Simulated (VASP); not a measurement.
## MoS2: single point with PBE-based screened hybrid

MoS2:

```
Mo S
1.0
     3.22746    0.00000    0.00000
    -1.61373    2.79507    0.00000
     0.00000    0.00000    6.31247
Mo S
1 2
Direct
  0.00000 0.00000 0.50000
  0.66667 0.33333 0.74468
  0.33333 0.66667 0.25532
```

| Item | Value |
| --- | --- |
| Program | VASP 6.6.1 |
| Task | single point |
| Functional | PBE-based screened hybrid |
| Potentials or basis | VASP PAW PBE potentials, release 64 (Mo_sv, S) |
| Cutoff | 520 eV |
| k mesh | 5 × 5 × 2 |
| Occupations | fermi-dirac, width 0.05 eV |
| Spin | no spin polarisation |

```
Pressure               : -3.4 GPa
Largest force          : 0.380 eV/Å
Band gap on the k mesh : zero (band 13 reaches 6.59 eV, above the bottom of band 14 at 6.21 eV)
```

Forces on the atoms (eV/Å):
```
Mo   0.000  0.000  0.000
S    0.000  0.000 -0.380
S    0.000  0.000  0.380
```

Stress tensor (GPa, compression positive):
```
-3.49  0.00  0.00
 0.00 -3.49  0.00
 0.00  0.00 -3.15
```

Levels at points of the mesh, in eV from the Fermi level:
| k point | band 11 | band 12 | band 13 | band 14 | band 15 | band 16 |
| --- | --- | --- | --- | --- | --- | --- |
| (0.00, 0.00, 0.00) | -1.07 | -0.95 | -0.95 | -0.30 | -0.30 | 4.02 |
| (0.00, 0.00, 0.50) | -0.96 | -0.96 | -0.37 | -0.37 | 0.02 | 4.20 |

Run time: 16 min on 1 thread of Oxide Virtual Turin-like Processor, on a shared host, peak memory 0.26 GiB.

Caveat: the k points lie up to 0.50 Å⁻¹ apart; the PAW data sets were made with another functional, which shifts forces and pressure a little.
